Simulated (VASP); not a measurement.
## Ge: single point with PBEsol

Crystal: Ge.

```
Ge
1.0
    -2.50915    2.66334    1.43695
     2.50915   -2.66334    1.43695
     2.48264    2.63838   -1.43695
Ge
2
Cartesian
  -0.0066 1.3254 0.1841
  2.4893 1.3130 1.2529
```

```json
{
 "Program": "VASP 6.6.1",
 "Task": "single point",
 "Functional": "PBEsol",
 "Potentials or basis": "VASP PAW PBE potentials, release 64 (Ge_d)",
 "Cutoff": "500 eV",
 "k mesh": "9 × 9 × 9",
 "Occupations": "fermi-dirac, width 0.05 eV",
 "Spin": "no spin polarisation"
}
```

```yaml
Pressure: -2.6 GPa
Largest_force: 0.041 eV/Å
Band_gap_on_the_k_mesh: zero (band 14 reaches 8.33 eV, above the bottom of band 15 at 2.94 eV)
```

Forces in eV/Å, atoms in the order of the input:
```
Ge   0.000  0.000  0.041
Ge   0.000  0.000 -0.041
```

Stress tensor (GPa, compression positive):
```
-2.42  0.32  0.00
 0.32 -2.94  0.00
 0.00  0.00 -2.37
```

Levels at points of the mesh, in eV from the Fermi level:
```
           k point  band 11  band 12  band 13  band 14  band 15  band 16  band 17  band 18
(0.00, 0.00, 0.00)   -13.12    -3.83    -2.38    -1.90     3.42     6.93     7.16     7.88
```

Run time: 57 s on 1 thread of Intel(R) Xeon(R) 6975P-C (Granite Rapids), on a shared host, peak memory 0.24 GiB.

Caveat: the PAW data sets were made with another functional, which shifts forces and pressure a little.
